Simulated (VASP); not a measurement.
Here is a VASP 6.6.1 calculation.

INCAR

```
PREC     = Accurate       # precision mode
ENCUT    = 600            # plane-wave cutoff, eV
EDIFF    = 1E-6           # SCF threshold, eV
ISMEAR   = 0              # smearing method
SIGMA    = 0.15           # smearing width, eV
LREAL    = False          # projectors in reciprocal space
LASPH    = True           # aspherical terms in the spheres
NELM     = 120            # most SCF steps
ALGO     = Normal         # electronic algorithm
ISIF     = 2              # what is computed and relaxed
LWAVE    = False          # write WAVECAR
LCHARG   = False          # write CHGCAR
GGA      = PE             # functional
NBANDS   = 11             # bands
GGA_COMPAT= False
```

Contents of KPOINTS:

```
regular mesh
0
Gamma
  8 8 8
```

Contents of POSCAR:

```
MgO
1.0
    0.0000000000      2.1090500000      2.1090500000
    2.1090500000      0.0000000000      2.1090500000
    2.1090500000      2.1090500000      0.0000000000
Mg O
1 1
Direct
    0.0000000000      0.0000000000      0.0000000000
    0.5000000000      0.5000000000      0.5000000000
```

Potentials or basis: VASP PAW PBE potentials, release 64 (Mg, O).

The run is started by

```sh
$ cat potpaw_PBE.64/Mg/POTCAR potpaw_PBE.64/O/POTCAR > POTCAR
$ mpirun -np 1 vasp_std > vasp.out
```

Question: What does it give for the band gap on the k mesh?

Answer: 4.69 eV, direct.

Question: Predict the pressure.

Answer: 3.0 GPa.

**The experiment to reproduce.**

“Electronic structure of alkaline earth and post-transition metal oxides”, 2009, arxiv:0908.1581 quotes, for a bulk crystal of MgO: band gap 7.83 eV.

Against the measured gap of MgO, 7.83 eV (quoted in “Electronic structure of alkaline earth and post-transition metal oxides”, 2009, arxiv:0908.1581), the calculated 4.69 eV is off by -3.14 eV. The value is that of PBE, without temperature or zero-point motion. Semilocal functionals fall short of measured gaps as a rule.
